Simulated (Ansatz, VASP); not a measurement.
# One calculation of SnO, two programs

```xyz
4
Lattice="3.8885 0.0000 0.0000 0.0000 3.8885 0.0000 0.0000 0.0000 4.9828" Properties=species:S:1:pos:R:3 pbc="T T T"
Sn    1.9442    0.0000    3.8099
Sn    0.0000    1.9442    1.1728
O     0.0000    0.0000    0.0000
O     1.9442    1.9442    0.0000
```

Alike in both runs: task single point; functional PBEsol; dispersion D4; k mesh 7 × 7 × 6; occupations fermi-dirac, width 0.05 eV; no spin polarisation.

|  | VASP | Ansatz |
| --- | --- | --- |
| version | VASP 6.6.1 | Ansatz 0.2.0 |
| potentials or method | VASP PAW PBE potentials, release 64 (Sn_d, O) | Ansatz PAW |
| plane-wave cutoff (eV) | 520 | 420 |
| valence electrons in the cell | 40 | 40 |

Ansatz gave:

- gap on the k mesh at the Fermi level (eV): 0.55
- least direct gap on the mesh (eV): 1.94
- pressure (GPa): -6.5
- traceless stress, the component that is largest in VASP (GPa): 0.66
- rms of the force components (eV/Å): 0.269

Problem. Estimate VASP's values.

Solution. gap on the k mesh at the Fermi level (eV): 0.56; least direct gap on the mesh (eV): 1.92; pressure (GPa): -6.3; traceless stress, the component that is largest in VASP (GPa): 0.68; rms of the force components (eV/Å): 0.239.

VASP's potentials were made for PBE, not for PBEsol. Atom by atom the forces differ by 0.030 eV/Å (rms over components).

Noted on Ansatz's run: odd divisions of the mesh miss points on the zone boundary, where band edges often lie, so the gap on the mesh can be too wide.
